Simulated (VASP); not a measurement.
# ZnAu (Pm-3m) in VASP: single point with LDA

Aim: the single point of ZnAu with LDA.

Everything below comes from runs of VASP 6.6.1. Logs are shortened: lines on timing, memory, paths and dates and some standing lists are left out, and cuts for length are marked.

**1. The cell of the first run**

The structure is cubic, space group Pm-3m (No. 221). Conventional cell: a = 3.147 Å, b = 3.147 Å, c = 3.147 Å, α = 90.00°, β = 90.00°, γ = 90.00°. Within 3.6 Å of Zn (site symmetry m-3m) lie 8 Au at 2.73 Å and 6 Zn at 3.15 Å. Au (site symmetry m-3m) has 8 Zn at 2.73 Å and 6 Au at 3.15 Å within 3.6 Å.

**2. Single point, LDA**

Contents of INCAR:

```
SYSTEM = ZnAu
PREC     = Accurate       ! precision mode
ENCUT    = 520            ! plane-wave cutoff, eV
EDIFF    = 1E-6           ! SCF threshold, eV
ISMEAR   = 0              ! smearing method
SIGMA    = 0.15           ! smearing width, eV
LREAL    = .FALSE.        ! projectors in reciprocal space
LASPH    = .TRUE.         ! aspherical terms in the spheres
NELM     = 80             ! most SCF steps
ALGO     = Fast           ! electronic algorithm
ISIF     = 2              ! what is computed and relaxed
LWAVE    = .FALSE.        ! write WAVECAR
LCHARG   = .TRUE.         ! write CHGCAR
LELF     = .TRUE.         ! ELF
LVHAR    = .TRUE.       
NBANDS   = 18             ! bands
```

Contents of KPOINTS:

```
Automatic mesh
0
G
  16 16 16
  0 0 0
```

Contents of POSCAR:

```
ZnAu
1.0
    3.1470000000      0.0000000000      0.0000000000
    0.0000000000      3.1470000000      0.0000000000
    0.0000000000      0.0000000000      3.1470000000
Zn Au
1 1
Direct
    0.5000000000      0.5000000000      0.5000000000
    0.0000000000      0.0000000000      0.0000000000
```

Potentials or basis: VASP PAW LDA potentials, release 64 (Zn, Au).

Run with:

```bash
$ cat potpaw_LDA.64/Zn/POTCAR potpaw_LDA.64/Au/POTCAR > POTCAR
$ mpirun -np 1 vasp_std > vasp.out
```

OUTCAR:

```text
SYSTEM = ZnAu
   PREC = Accurate
   ENCUT = 520
   EDIFF = 1E-6
   ISMEAR = 0
   LREAL = .FALSE.
   LASPH = .TRUE.
   NELM = 80
   ISIF = 2

 ion  position               nearest neighbor table
   1  0.500  0.500  0.500-   2 2.73   2 2.73   2 2.73   2 2.73   2 2.73   2 2.73   2 2.73   2 2.73

   2  0.000  0.000  0.000-   1 2.73   1 2.73   1 2.73   1 2.73   1 2.73   1 2.73   1 2.73   1 2.73

  LATTYP: Found a simple cubic cell.
 ALAT       =     3.1470000000

  Lattice vectors:

 A1 = (   3.1470000000,   0.0000000000,   0.0000000000)
 A2 = (   0.0000000000,   3.1470000000,   0.0000000000)
 A3 = (   0.0000000000,   0.0000000000,   3.1470000000)

Analysis of symmetry for initial positions (statically):
=====================================================================
 Subroutine PRICEL returns:
 Original cell was already a primitive cell.

 Routine SETGRP: Setting up the symmetry group for a
 simple cubic supercell.

 Subroutine GETGRP returns: Found 48 space group operations
 (whereof 48 operations were pure point group operations)
 out of a pool of 48 trial point group operations.

The static configuration has the point symmetry O_h .

Analysis of symmetry for dynamics (positions and initial velocities):
=====================================================================
 Subroutine PRICEL returns:
 Original cell was already a primitive cell.

 Routine SETGRP: Setting up the symmetry group for a
 simple cubic supercell.

 Subroutine GETGRP returns: Found 48 space group operations
 (whereof 48 operations were pure point group operations)
 out of a pool of 48 trial point group operations.

The dynamic configuration has the point symmetry O_h .

 Subroutine INISYM returns: Found 48 space group operations
 (whereof 48 operations are pure point group operations),
 and found     1 'primitive' translations

----------------------------------------------------------------------------------------

                                     Primitive cell

  volume of cell :      31.1667

  direct lattice vectors                    reciprocal lattice vectors
     3.147000000  0.000000000  0.000000000     0.317762949  0.000000000  0.000000000
     0.000000000  3.147000000  0.000000000     0.000000000  0.317762949  0.000000000
     0.000000000  0.000000000  3.147000000     0.000000000  0.000000000  0.317762949

  length of vectors
     3.147000000  3.147000000  3.147000000     0.317762949  0.317762949  0.317762949

  position of ions in fractional coordinates (direct lattice)
     0.500000000  0.500000000  0.500000000
     0.000000000  0.000000000  0.000000000

  ion indices of the primitive-cell ions
   primitive index   ion index
                 1           1
                 2           2

----------------------------------------------------------------------------------------

 KPOINTS: Automatic mesh

Automatic generation of k-mesh.
 Grid dimensions read from file:
 generate k-points for:   16   16   16

 Generating k-lattice:

  Cartesian coordinates                     Fractional coordinates (reciprocal lattice)
     0.019860184  0.000000000  0.000000000     0.062500000  0.000000000  0.000000000
     0.000000000  0.019860184  0.000000000     0.000000000  0.062500000  0.000000000
     0.000000000  0.000000000  0.019860184     0.000000000  0.000000000  0.062500000

  Length of vectors
     0.019860184  0.019860184  0.019860184

  Shift w.r.t. Gamma in fractional coordinates (k-lattice)
     0.000000000  0.000000000  0.000000000

 Subroutine IBZKPT returns following result:
 ===========================================

 Found    165 irreducible k-points:

 Following reciprocal coordinates:
            Coordinates               Weight
  0.000000  0.000000  0.000000      1.000000
  0.062500  0.000000  0.000000      6.000000
  0.125000  0.000000  0.000000      6.000000
  0.187500  0.000000  0.000000      6.000000
  0.250000  0.000000  0.000000      6.000000
  0.312500  0.000000  0.000000      6.000000
[... 16 lines left out ...]
  0.437500  0.125000  0.000000     24.000000
  0.500000  0.125000  0.000000     12.000000
 [... further k-points ...]
   k-points           NKPTS =    165   k-points in BZ     NKDIM =    165   number of bands    NBANDS=     18
   number of dos      NEDOS =    301   number of ions     NIONS =      2
   total plane-waves  NPLWV =  13824
   dimension x,y,z NGX =    24 NGY =   24 NGZ =   24
   dimension x,y,z NGXF=    48 NGYF=   48 NGZF=   48
   ions per type =               1   1
   NGX,Y,Z   is equivalent  to a cutoff of  12.68, 12.68, 12.68 a.u.
   NGXF,Y,Z  is equivalent  to a cutoff of  25.36, 25.36, 25.36 a.u.
 SYSTEM =  ZnAu
   PREC   = accura    normal or accurate (medium, high low for compatibility)
   ISTART =      0    job   : 0-new  1-cont  2-samecut
   ICHARG =      2    charge: 1-file 2-atom 10-const
   ISPIN  =      1    spin polarized calculation?
   LNONCOLLINEAR =      F non collinear calculations
   LSORBIT =      F    spin-orbit coupling
   LASPH  =      T    aspherical Exc in radial PAW
   ENCUT  =  520.0 eV  38.22 Ry    6.18 a.u.   5.85  5.85  5.85*2*pi/ulx,y,z
   NELM   =     80;   NELMIN=  2; NELMDL= -5     # of ELM steps
   EDIFF  = 0.1E-05   stopping-criterion for ELM
   LREAL  =      F    real-space projection
   EDIFFG = 0.1E-04   stopping-criterion for IOM
   NSW    =      0    number of steps for IOM
   IBRION =     -1    ionic relax: 0-MD 1-quasi-New 2-CG
   NFREE  =      0    steps in history (QN), initial steepest desc. (CG)
   ISIF   =      2    stress and relaxation
   ISYM   =      2    0-nonsym 1-usesym 2-fastsym
   POTIM  = 0.5000    time-step for ionic-motion
   TEBEG  =    0.0;   TEEND  =   0.0 temperature during run
   PSTRESS=    0.0 pullay stress
   NELECT =      23.0000    total number of electrons
   NUPDOWN=      -1.0000    fix difference up-down
   EMIN   =  10.00;   EMAX   =-10.00  energy-range for DOS
   EFERMI =   0.00;   METHOD = LEGACY
   ISMEAR =     0;   SIGMA  =   0.15  broadening in eV -4-tet -1-fermi 0-gaus
   EFERMI_NEDOS =   21; number of points for ismear=-14 and -15
   IALGO  =     68    algorithm
   IMIX   =      4    mixing-type and parameters
     AMIX     =   0.40;   BMIX     =  1.00
     AMIX_MAG =   1.60;   BMIX_MAG =  1.00
  volume/ion in A,a.u.               =      15.58       105.16
  Fermi-wavevector in a.u.,A,eV,Ry     =   1.479406  2.795672 29.778283  2.188642
  Thomas-Fermi vector in A             =   2.593568
   LORBIT       =      0    0 simple, 1 ext, 2 COOP (PROOUT), +10 PAW based schemes
   GGA     = CA    functional components
   LHFCALC =     F    Hartree Fock is set to
   AEXX    =    0.0000 exact exchange contribution
   IVDW    =     0    specifies the selected vdW correction
   LEPSILON=     F    determine dielectric tensor
   LRPA    =     F    only Hartree local field effects (RPA)
 non-spin polarized calculation
 RMM-DIIS sequential band-by-band and
 Gauss-broadening in eV      SIGMA  =   0.15
  energy-cutoff  :      520.00
  volume of cell :       31.17
 maximum number of plane-waves:       862
 NGX is ok and might be reduce to    24
   NGX = 11   NGY = 11   NGZ = 11

 number of electron      23.0000000 magnetization

 Free energy of the ion-electron system (eV)
  ---------------------------------------------------
  ext. energy  EPLUGINS =         0.00000000
  ---------------------------------------------------
  free energy    TOTEN  =        -6.73558682 eV

  energy without entropy =       -6.73033977  energy(sigma->0) =       -6.73296329

 E-fermi :   6.8672     XC(G=0): -12.6775

 val. band max:        6.8556127092   @ k =   0.4375   0.4375   0.1875
 cond. band min:       6.9052686374   @ k =   0.3125   0.1250   0.1250
 fundamental gap:      0.0496559282
 Fermi energy:         6.8672173595

 k-point     1 :       0.0000    0.0000    0.0000
  band No.  band energies     occupation
      1      -3.7629      2.00000
      2      -1.3052      2.00000
      3      -1.3052      2.00000
      4      -0.6340      2.00000
      5      -0.6340      2.00000
      6      -0.6340      2.00000
[... 10 lines left out ...]
     17      19.1147      0.00000
     18      25.2119      0.00000

 k-point     2 :       0.0625    0.0000    0.0000
  band No.  band energies     occupation
      1      -3.6934      2.00000
      2      -1.2903      2.00000
      3      -1.2846      2.00000
      4      -0.6349      2.00000
      5      -0.6349      2.00000
      6      -0.6282      2.00000
[... 10 lines left out ...]
     17      19.4221      0.00000
     18      25.2149      0.00000

 k-point     3 :       0.1250    0.0000    0.0000
  band No.  band energies     occupation
      1      -3.4869      2.00000
      2      -1.2469      2.00000
      3      -1.2263      2.00000
      4      -0.6372      2.00000
      5      -0.6372      2.00000
      6      -0.6118      2.00000
[... 10 lines left out ...]
     17      20.3978      0.00000
     18      25.0823      0.00000

 k-point     4 :       0.1875    0.0000    0.0000
  band No.  band energies     occupation
      1      -3.1508      2.00000
      2      -1.1795      2.00000
      3      -1.1398      2.00000
      4      -0.6400      2.00000
      5      -0.6400      2.00000
      6      -0.5869      2.00000
[... 375 lines left out ...]
      4      -0.7030      2.00000
      5      -0.5461      2.00000
      6      -0.4704      2.00000
[... 10 lines left out ...]
     17      20.3247      0.00000
     18      20.6657      0.00000

 k-point    23 :       0.4375    0.1250    0.0000
  band No.  band energies     occupation
      1      -1.1455      2.00000
      2      -0.9281      2.00000
      3      -0.7938      2.00000
      4      -0.6934      2.00000
      5      -0.5583      2.00000
      6      -0.2264      2.00000
[... 10 lines left out ...]
     17      19.4087      0.00000
     18      20.6488      0.00000

 k-point    24 :       0.5000    0.1250    0.0000
  band No.  band energies     occupation
      1      -0.9982      2.00000
      2      -0.9609      2.00000
      3      -0.7880      2.00000
      4      -0.6884      2.00000
      5      -0.5644      2.00000
      6      -0.0443      2.00000
[... 10 lines left out ...]
     17      18.4466      0.00000
     18      21.1373      0.00000

 [... further k-points ...]

------------------------ aborting loop because EDIFF is reached ----------------------------------------

  FORCE on cell =-STRESS in cart. coord.  units (eV):
  Direction    XX          YY          ZZ          XY          YZ          ZX
  --------------------------------------------------------------------------------------
  -------------------------------------------------------------------------------------
  Total       -1.2099264     -1.2099264     -1.2099264     -0.0000000      0.0000000     -0.0000000
  in kB      -62.1984153    -62.1984153    -62.1984153     -0.0000000      0.0000000     -0.0000000
  external PRESSURE =     -62.1984153 kB  Pullay stress =       0.0000000 kB

 VOLUME and BASIS-vectors are now :
 -----------------------------------------------------------------------------
  energy-cutoff  :      520.00
  volume of cell :       31.17
      direct lattice vectors                 reciprocal lattice vectors
     3.147000000  0.000000000  0.000000000     0.317762949  0.000000000  0.000000000
     0.000000000  3.147000000  0.000000000     0.000000000  0.317762949  0.000000000
     0.000000000  0.000000000  3.147000000     0.000000000  0.000000000  0.317762949

 POSITION                                       TOTAL-FORCE (eV/Angst)
 -----------------------------------------------------------------------------------
      1.57350      1.57350      1.57350         0.000000      0.000000      0.000000
      0.00000      0.00000      0.00000         0.000000      0.000000      0.000000
 -----------------------------------------------------------------------------------
    total drift:                                0.000000      0.000000     -0.000000

  FREE ENERGIE OF THE ION-ELECTRON SYSTEM (eV)
  ---------------------------------------------------
  free  energy   TOTEN  =        -6.7355868189 eV

  energy  without entropy=       -6.7303397668  energy(sigma->0) =       -6.73296329
```

It took 2.8 min on 1 thread of AMD EPYC, shared host; peak memory 0.17 GiB.

Results:

```yaml
Free_energy: -6.7356 eV
Pressure: -6.2 GPa
Band_gap_on_the_k_mesh: zero (an odd number of electrons rules out a gap without spin polarisation)
```

Caveat: the cell stands under tension; spin-orbit coupling is left out, which moves the levels of the heavy elements.

The gap in the log of VASP goes by the Fermi energy; the results here count the filled bands.